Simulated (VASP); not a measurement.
La:

```
CELL_PARAMETERS angstrom
3.79631 0.00000 0.00000
-1.89816 3.28770 0.00000
0.00000 0.00000 12.04126
ATOMIC_POSITIONS crystal
La 0.00000 0.00000 0.00000
La 0.00000 0.00000 0.50000
La 0.33333 0.66667 0.25000
La 0.66667 0.33333 0.75000
```

```yaml
Program: VASP 6.6.1
Task: relaxation of cell and atoms
Functional: PBE
Dispersion: D3(BJ)
Potentials_or_basis: VASP PAW PBE potentials, release 64 (La)
Cutoff: 600 eV
k_mesh: 12 × 12 × 4
Occupations: gaussian, width 0.1 eV
Spin: no spin polarisation
```

At the start: pressure -2.1 GPa; volume 37.57 Å³/atom.

Task: How do energy, volume and symmetry change on relaxing?

Result: Over 11 steps the energy falls by 21.6 meV/atom and the volume is 34.46 Å³/atom (-8.3 %); space group P6_3/mmc (No. 194, to 0.1 Å) before and after.

The path:
```csv
step,energy change (eV),largest force (eV/Å),pressure (GPa),volume (Å³)
1,0.0000,0.0000,-2.05,150.29
2,-0.0828,0.0000,-0.41,140.05
3,-0.0860,0.0000,-0.02,137.84
4,-0.0860,0.0000,0.03,137.59
5,-0.0864,0.0000,0.03,137.64
6,-0.0864,0.0000,0.03,137.66
7,-0.0864,0.0000,0.02,137.69
8,-0.0864,0.0000,0.03,137.67
9,-0.0864,0.0000,0.03,137.67
10,-0.0864,0.0000,0.03,137.67
11,-0.0864,0.0000,0.01,137.82
```

Final structure:
```xyz
4
Lattice="3.6715 0.0000 0.0000 -1.8357 3.1796 0.0000 0.0000 0.0000 11.8063" Properties=species:S:1:pos:R:3 pbc="T T T"
La    0.0000    0.0000   11.8063
La    0.0000    0.0000    5.9032
La    0.0000    2.1197    2.9516
La    1.8357    1.0599    8.8548
```
